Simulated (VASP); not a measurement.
# Ti24O49 (a cell with a defect) in VASP: further runs

Ti24O49 (a cell with a defect) is run at these levels: PBEsol; tasks: single point.

Everything below comes from runs of VASP 6.6.1. Logs are shortened: lines on timing, memory, paths and dates and some standing lists are left out, and cuts for length are marked.

### Step 1. The cell of the first run

The cell holds a defect, 73 atoms: a = 9.183 Å, b = 9.183 Å, c = 8.817 Å, α = 90.00°, β = 90.00°, γ = 90.00°.

### Step 2. Single point, PBEsol

The input, INCAR:

```
  PREC = Accurate
  ENCUT = 520
  EDIFF = 1E-6
  ISMEAR = -1
  SIGMA = 0.05
  LREAL = Auto
  LASPH = T
  NELM = 120
  ALGO = Normal
  ISIF = 2
  LWAVE = F
  LCHARG = F
  GGA = PS
  ISYM = 0
  NBANDS = 333
  GGA_COMPAT = F
```

The input, KPOINTS:

```
Automatic mesh
0
Gamma
  1 1 1
  0.25 0.25 0.25
```

The input, POSCAR:

```
Ti24O49
1.0
    9.1828280000      0.0000000000      0.0000000000
    0.0000000000      9.1828280000      0.0000000000
    0.0000000000      0.0000000000      8.8166120000
Ti O
24 49
Direct
    0.9979250000      0.0031990000      0.9962480000
    0.9932230000      0.9938270000      0.3301380000
    0.0052670000      0.0008190000      0.6621510000
    0.9945410000      0.5033780000      0.0037990000
    0.0031790000      0.4965330000      0.3354810000
    0.9993570000      0.5015700000      0.6672630000
    0.4941160000      0.0034210000      0.9973830000
    0.5017000000      0.9947180000      0.3337230000
    0.5037070000      0.0013950000      0.6674970000
    0.5008510000      0.5076130000      0.9951530000
    0.4954540000      0.4988660000      0.3285360000
    0.5106120000      0.5015240000      0.6623670000
    0.2383050000      0.2352860000      0.1806390000
    0.2581050000      0.2511040000      0.5066500000
    0.2460210000      0.2586760000      0.8339610000
    0.2473150000      0.7512800000      0.1630880000
    0.2534470000      0.7474960000      0.4972090000
    0.2500120000      0.7514680000      0.8287980000
    0.7446870000      0.2505940000      0.1611120000
    0.7517480000      0.2488510000      0.4931280000
    0.7532900000      0.2543550000      0.8272000000
    0.7439720000      0.7475380000      0.1664540000
    0.7514780000      0.7473040000      0.4999690000
    0.7546440000      0.7582620000      0.8327430000
    0.1565830000      0.1523020000      0.9979730000
    0.1474460000      0.1526780000      0.3411580000
    0.1543610000      0.1552930000      0.6687460000
    0.1526180000      0.6509660000      0.9997050000
    0.1527510000      0.6510630000      0.3301480000
    0.1518230000      0.6522750000      0.6652540000
    0.6517060000      0.1533660000      0.9952940000
    0.6517890000      0.1511600000      0.3300640000
    0.6514000000      0.1531840000      0.6667320000
    0.6529110000      0.6537680000      0.9971610000
    0.6542590000      0.6516910000      0.3326820000
    0.6511460000      0.6590240000      0.6635620000
    0.3048860000      0.3900770000      0.0274330000
    0.3460190000      0.3460060000      0.3319860000
    0.3499600000      0.3504510000      0.6652890000
    0.3478590000      0.8468780000      0.9977380000
    0.3467520000      0.8490870000      0.3329960000
    0.3501400000      0.8426760000      0.6637960000
    0.8475880000      0.3478380000      0.9997270000
    0.8456260000      0.3477320000      0.3321750000
    0.8514970000      0.3452020000      0.6603880000
    0.8487830000      0.8494430000      0.9994400000
    0.8472460000      0.8481180000      0.3302680000
    0.8499250000      0.8492930000      0.6653590000
    0.0877200000      0.3973260000      0.1685150000
    0.0991410000      0.4041930000      0.4987380000
    0.0933520000      0.4016060000      0.8292010000
    0.0995020000      0.9043740000      0.1661790000
    0.0986490000      0.9028070000      0.4990370000
    0.0989690000      0.9019240000      0.8322880000
    0.5965400000      0.4026750000      0.1652690000
    0.5989030000      0.4021790000      0.4980020000
    0.6178490000      0.4166110000      0.8221490000
    0.5966150000      0.9024710000      0.1629000000
    0.5992870000      0.9021320000      0.4955120000
    0.5999230000      0.9031640000      0.8333490000
    0.3982860000      0.0968860000      0.1662760000
    0.4026690000      0.0978870000      0.4981540000
    0.3959210000      0.0844750000      0.8246460000
    0.4099860000      0.6075260000      0.1692570000
    0.4030660000      0.5978110000      0.4963130000
    0.4025440000      0.5947090000      0.8318080000
    0.9034480000      0.0987310000      0.1651600000
    0.9013480000      0.0957490000      0.4998210000
    0.9054170000      0.0997100000      0.8322900000
    0.9012200000      0.5999760000      0.1646060000
    0.9010000000      0.5985920000      0.4984940000
    0.9007420000      0.5985370000      0.8318460000
    0.4187810000      0.3086420000      0.9556990000
```

Potentials or basis: VASP PAW PBE potentials, release 64 (Ti_sv, O).

Run with:

```console
$ cat potpaw_PBE.64/Ti_sv/POTCAR potpaw_PBE.64/O/POTCAR > POTCAR
$ mpirun -np 1 vasp_std > vasp.out
```

OUTCAR:

```text
PREC = Accurate
   ENCUT = 520
   EDIFF = 1E-6
   ISMEAR = -1
   LREAL = Auto
   LASPH = T
   NELM = 120
   ISIF = 2
   GGA = PS
   ISYM = 0

 ion  position               nearest neighbor table
   1  0.998  0.003  0.996-  69 1.90  67 1.93  54 1.95  46 1.97  52 1.98  25 2.00
   2  0.993  0.994  0.330-  47 1.89  52 1.93  67 1.93  68 1.96  53 1.96  26 2.04
   3  0.005  0.001  0.662-  53 1.90  68 1.93  54 1.95  27 1.97  69 1.98  48 1.99
   4  0.995  0.503  0.004-  70 1.88  49 1.95  72 1.95  43 1.97  28 1.99  51 2.02
   5  0.003  0.497  0.335-  50 1.89  49 1.90  71 1.96  29 1.98  44 1.99  70 2.01
   6  0.999  0.502  0.667-  51 1.90  72 1.93  71 1.96  50 1.96  30 1.97  45 1.98
   7  0.494  0.003  0.997-  63 1.92  61 1.93  40 1.97  58 1.97  60 1.97  31 2.00   9 2.91
   8  0.502  0.995  0.334-  59 1.89  58 1.94  41 1.95  62 1.96  61 1.99  32 1.99
   9  0.504  0.001  0.667-  63 1.87  60 1.93  33 1.94  62 1.97  59 1.97  42 2.03   7 2.91
  10  0.501  0.508  0.995-  66 1.88  34 1.94  64 1.97  55 1.99  73 2.01  57 2.04  37 2.12
  11  0.495  0.499  0.329-  64 1.89  55 1.93  65 1.93  38 1.96  56 1.98  35 2.02
  12  0.511  0.502  0.662-  57 1.89  56 1.89  36 1.94  65 1.97  66 1.99  39 2.03
  13  0.238  0.235  0.181-  26 1.81  25 1.93  61 1.95  38 1.95  49 2.03  37 2.05  14 2.88
  14  0.258  0.251  0.507-  39 1.87  27 1.93  62 1.94  38 1.94  26 1.99  50 2.03  13 2.88  15 2.89

  15  0.246  0.259  0.834-  51 1.92  25 1.93  27 1.93  39 1.96  73 1.97  63 2.11  37 2.16  14 2.89

  16  0.247  0.751  0.163-  28 1.92  40 1.94  29 1.94  52 1.95  41 1.97  64 1.99
  17  0.253  0.747  0.497-  41 1.92  42 1.93  65 1.94  29 1.95  30 1.96  53 2.01
  18  0.250  0.751  0.829-  42 1.91  30 1.93  40 1.95  54 1.96  28 1.98  66 2.01
  19  0.745  0.251  0.161-  31 1.91  43 1.93  32 1.94  55 1.95  44 1.98  67 2.02
  20  0.752  0.249  0.493-  44 1.89  32 1.93  45 1.95  68 1.97  56 1.99  33 1.99
  21  0.753  0.254  0.827-  45 1.92  33 1.93  57 1.94  43 1.95  31 1.98  69 1.99
  22  0.744  0.748  0.166-  35 1.90  34 1.92  47 1.96  58 1.96  70 1.98  46 1.99
  23  0.751  0.747  0.500-  36 1.89  35 1.93  71 1.94  48 1.95  47 1.97  59 1.99
  24  0.755  0.758  0.833-  46 1.90  48 1.91  60 1.95  34 1.97  72 1.99  36 1.99
  25  0.157  0.152  0.998-  15 1.93  13 1.93   1 2.00
  26  0.147  0.153  0.341-  13 1.81  14 1.99   2 2.04
  27  0.154  0.155  0.669-  14 1.93  15 1.93   3 1.97
  28  0.153  0.651  1.000-  16 1.92  18 1.98   4 1.99
  29  0.153  0.651  0.330-  16 1.94  17 1.95   5 1.98
  30  0.152  0.652  0.665-  18 1.93  17 1.96   6 1.97
  31  0.652  0.153  0.995-  19 1.91  21 1.98   7 2.00
  32  0.652  0.151  0.330-  20 1.93  19 1.94   8 1.99
  33  0.651  0.153  0.667-  21 1.93   9 1.94  20 1.99
  34  0.653  0.654  0.997-  22 1.92  10 1.94  24 1.97
  35  0.654  0.652  0.333-  22 1.90  23 1.93  11 2.02
  36  0.651  0.659  0.664-  23 1.89  12 1.94  24 1.99
  37  0.305  0.390  0.027-  73 1.43  13 2.05  10 2.12  15 2.16
  38  0.346  0.346  0.332-  14 1.94  13 1.95  11 1.96
  39  0.350  0.350  0.665-  14 1.87  15 1.96  12 2.03
  40  0.348  0.847  0.998-  16 1.94  18 1.95   7 1.97
  41  0.347  0.849  0.333-  17 1.92   8 1.95  16 1.97
  42  0.350  0.843  0.664-  18 1.91  17 1.93   9 2.03
  43  0.848  0.348  1.000-  19 1.93  21 1.95   4 1.97
[... 28 lines left out ...]
  72  0.901  0.599  0.832-   6 1.93   4 1.95  24 1.99
  73  0.419  0.309  0.956-  37 1.43  15 1.97  10 2.01
[... 236 lines left out ...]
   IALGO  =     38    algorithm
   IMIX   =      4    mixing-type and parameters
     AMIX     =   0.40;   BMIX     =  1.00
     AMIX_MAG =   1.60;   BMIX_MAG =  1.00
  volume/ion in A,a.u.               =      10.18        68.73
  Fermi-wavevector in a.u.,A,eV,Ry     =   1.508797  2.851214 30.973252  2.276470
  Thomas-Fermi vector in A             =   2.619204
   LORBIT       =      0    0 simple, 1 ext, 2 COOP (PROOUT), +10 PAW based schemes
   GGA     = PS    functional components
   LHFCALC =     F    Hartree Fock is set to
   AEXX    =    0.0000 exact exchange contribution
   IVDW    =     0    specifies the selected vdW correction
   LEPSILON=     F    determine dielectric tensor
   LRPA    =     F    only Hartree local field effects (RPA)
 non-spin polarized calculation
  energy-cutoff  :      520.00
  volume of cell :      743.45
 maximum number of plane-waves:     20027
 NGX is ok and might be reduce to    70
   NGX = 35   NGY = 35   NGZ = 33

 number of electron     582.0000000 magnetization

 Free energy of the ion-electron system (eV)
  ---------------------------------------------------
  ext. energy  EPLUGINS =         0.00000000
  ---------------------------------------------------
  free energy    TOTEN  =      -676.56449638 eV

  energy without entropy =     -676.56449637  energy(sigma->0) =     -676.56449638

 E-fermi :   5.8103     XC(G=0): -11.8050

 val. band max:        4.7318318577   @ k =   0.2500   0.2500   0.2500
 cond. band min:       6.9091058051   @ k =  -0.2500  -0.2500   0.2500
 fundamental gap:      2.1772739474
 Fermi energy:         5.8103473614

 k-point     1 :       0.2500    0.2500    0.2500
  band No.  band energies     occupation
      1     -51.7144      2.00000
      2     -51.7119      2.00000
      3     -51.7053      2.00000
      4     -51.7013      2.00000
      5     -51.6893      2.00000
      6     -51.6833      2.00000
[... 1213 lines left out ...]
    302       7.3062      0.00000
    303       7.3297      0.00000
 [bands above 303 left out]

------------------------ aborting loop because EDIFF is reached ----------------------------------------

  FORCE on cell =-STRESS in cart. coord.  units (eV):
  Direction    XX          YY          ZZ          XY          YZ          ZX
  --------------------------------------------------------------------------------------
  -------------------------------------------------------------------------------------
  Total       10.2346841      9.5921334     15.0489182      1.2558414      0.2017864     -2.8124606
  in kB       22.0561851     20.6714605     32.4310668      2.7063923      0.4348583     -6.0609737
  external PRESSURE =      25.0529041 kB  Pullay stress =       0.0000000 kB

 VOLUME and BASIS-vectors are now :
 -----------------------------------------------------------------------------
  energy-cutoff  :      520.00
  volume of cell :      743.45
      direct lattice vectors                 reciprocal lattice vectors
     9.182828000  0.000000000  0.000000000     0.108898914  0.000000000  0.000000000
     0.000000000  9.182828000  0.000000000     0.000000000  0.108898914  0.000000000
     0.000000000  0.000000000  8.816612000     0.000000000  0.000000000  0.113422253

 POSITION                                       TOTAL-FORCE (eV/Angst)
 -----------------------------------------------------------------------------------
      9.16377      0.02938      8.78353         0.021826     -0.004754      0.028446
      9.12060      9.12614      2.91070         0.025865      0.012497      0.046076
      0.04837      0.00752      5.83793        -0.024967      0.012618      0.023198
      9.13270      4.62243      0.03349         0.041134     -0.026564     -0.042349
      0.02919      4.55958      2.95781        -0.018625      0.026732     -0.046080
      9.17692      4.60583      5.88300        -0.019304      0.000854     -0.027674
[... 65 lines left out ...]
      8.27136      5.49626      7.33406        -0.010198      0.016786      0.018330
      3.84559      2.83421      8.42603         0.289791     -0.208129     -0.122789
 -----------------------------------------------------------------------------------
    total drift:                                0.032203      0.013045     -0.053040

  FREE ENERGIE OF THE ION-ELECTRON SYSTEM (eV)
  ---------------------------------------------------
  free  energy   TOTEN  =      -676.5644963765 eV

  energy  without entropy=     -676.5644963744  energy(sigma->0) =     -676.56449638
```

It took 1.8 h on 1 thread of AMD EPYC, shared host; peak memory 1 GiB.

Results:

| Property | Result |
| --- | --- |
| Free energy | -676.5645 eV |
| Pressure | 2.5 GPa |
| Largest force | 0.377 eV/Å |
| Band gap on the k mesh | 2.18 eV |

Forces on the atoms (eV/Å):
```
Ti   0.022 -0.005  0.028
Ti   0.026  0.012  0.046
Ti  -0.025  0.013  0.023
Ti   0.041 -0.027 -0.042
Ti  -0.019  0.027 -0.046
Ti  -0.019  0.001 -0.028
Ti   0.008  0.003  0.005
Ti  -0.006  0.026 -0.057
Ti  -0.005 -0.022 -0.071
Ti   0.079  0.026  0.018
Ti  -0.010  0.007  0.044
Ti  -0.016  0.027 -0.017
Ti   0.008  0.006 -0.071
Ti  -0.006  0.023 -0.055
Ti  -0.032 -0.038 -0.043
Ti   0.010  0.009  0.043
Ti  -0.006  0.016  0.004
Ti  -0.017 -0.014  0.018
Ti   0.008 -0.007  0.040
Ti   0.004 -0.006  0.028
Ti   0.043  0.011  0.025
Ti   0.014 -0.009 -0.012
Ti   0.016 -0.006 -0.040
Ti   0.016 -0.019 -0.031
O   -0.006 -0.028  0.000
O   -0.052 -0.031  0.046
O   -0.016 -0.021  0.016
O   -0.024 -0.034 -0.009
O   -0.025 -0.018 -0.005
O   -0.021 -0.024  0.007
O   -0.027 -0.046 -0.019
O   -0.020 -0.011 -0.010
O   -0.025 -0.009  0.009
O   -0.019 -0.015 -0.001
O   -0.010 -0.023  0.005
O   -0.039 -0.011  0.021
O   -0.265  0.198  0.160
O    0.034  0.021  0.003
O    0.032  0.033  0.022
O    0.027  0.018 -0.005
O   -0.002  0.017 -0.013
O    0.039  0.030 -0.004
O    0.019  0.016 -0.019
O    0.011  0.026 -0.018
O    0.022  0.013 -0.010
O    0.028  0.017  0.018
O   -0.005  0.019 -0.003
O    0.030  0.014  0.002
O   -0.004 -0.019  0.005
O    0.033 -0.028  0.058
O   -0.003  0.004  0.032
O   -0.003 -0.009 -0.030
O    0.015 -0.034 -0.027
O    0.014  0.005 -0.014
O    0.017 -0.001 -0.030
O    0.008 -0.007 -0.029
O   -0.029 -0.030  0.019
O    0.010 -0.009  0.016
O    0.017 -0.021  0.049
O    0.002  0.001  0.022
O    0.006 -0.022  0.037
O    0.010  0.002  0.045
O   -0.049  0.053  0.021
O   -0.019  0.021 -0.025
O   -0.004 -0.005  0.005
O   -0.018  0.030 -0.042
O   -0.026  0.023 -0.020
O   -0.018  0.010 -0.020
O   -0.035  0.010 -0.039
O   -0.023  0.015  0.046
O    0.000 -0.002  0.028
O   -0.010  0.017  0.018
O    0.290 -0.208 -0.123
```

Levels at points of the mesh, in eV from the valence-band top:
| k point | band 288 | band 289 | band 290 | band 291 | band 292 | band 293 | band 294 | band 295 |
| --- | --- | --- | --- | --- | --- | --- | --- | --- |
| (0.25, 0.25, 0.25) | -0.41 | -0.33 | -0.12 | 0.00 | 2.19 | 2.24 | 2.25 | 2.29 |

Caveat: the PAW data sets were made with another functional, which shifts forces and pressure a little.

[end of part 1 of 2]
